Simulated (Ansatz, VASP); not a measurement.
Na in VASP and in Ansatz

The input INCAR:

```
SYSTEM = Na
PREC = Accurate
ENCUT = 520
EDIFF = 1E-7
ISMEAR = 0
SIGMA = 0.05
LREAL = .FALSE.
LASPH = .TRUE.
NELM = 80
ALGO = Fast
ISIF = 2
LWAVE = .FALSE.
LCHARG = .FALSE.
GGA = PE
NBANDS = 10
```

KPOINTS

```
Automatic mesh
0
G
  14 14 14
  0 0 0
```

POSCAR

```
Na
1.0
   -2.1121762316      2.1121762316      2.1121762316
    2.1121762316     -2.1121762316      2.1121762316
    2.1121762316      2.1121762316     -2.1121762316
Na
1
Direct
    0.0000000000      0.0000000000      0.0000000000
```

Input for Ansatz:

```yaml
crystal:
  lattice:
    - [-2.1121762316, 2.1121762316, 2.1121762316]
    - [2.1121762316, -2.1121762316, 2.1121762316]
    - [2.1121762316, 2.1121762316, -2.1121762316]
  atoms:
    - { symbol: Na, position: [0.0, 0.0, 0.0] }
basis:
  ecutwfc: 600
  ecutrho_ratio: 5
kpoints:
  mp_grid: { grid: [14, 14, 14] }
hamiltonian:
  xc: pbe
scf:
  occupations: { method: gaussian, width: 0.05 }
output:
  forces: true
  stress: true
  eigenvalues: true
```

Alike in both runs: task single point; functional PBE; k mesh 14 × 14 × 14; occupations gaussian, width 0.05 eV; no spin polarisation.

```csv
,VASP,Ansatz
version,VASP 6.6.1,Ansatz 0.2.0
potentials or method,"VASP PAW PBE potentials, release 64 (Na_pv), cutoff 520 eV","scalar-relativistic, plane waves, PAW"
valence electrons in the cell,7,9
```

Ansatz gave:

- pressure (GPa): -0.1

Question: Which values does VASP return?

Answer: Pressure (GPa): -0.2.

With one functional, cell and mesh, what is left measures potentials, basis and numerics. VASP's potentials hold 7 valence electrons a cell and Ansatz's 9, so a difference there can come from the potentials and not from the codes.
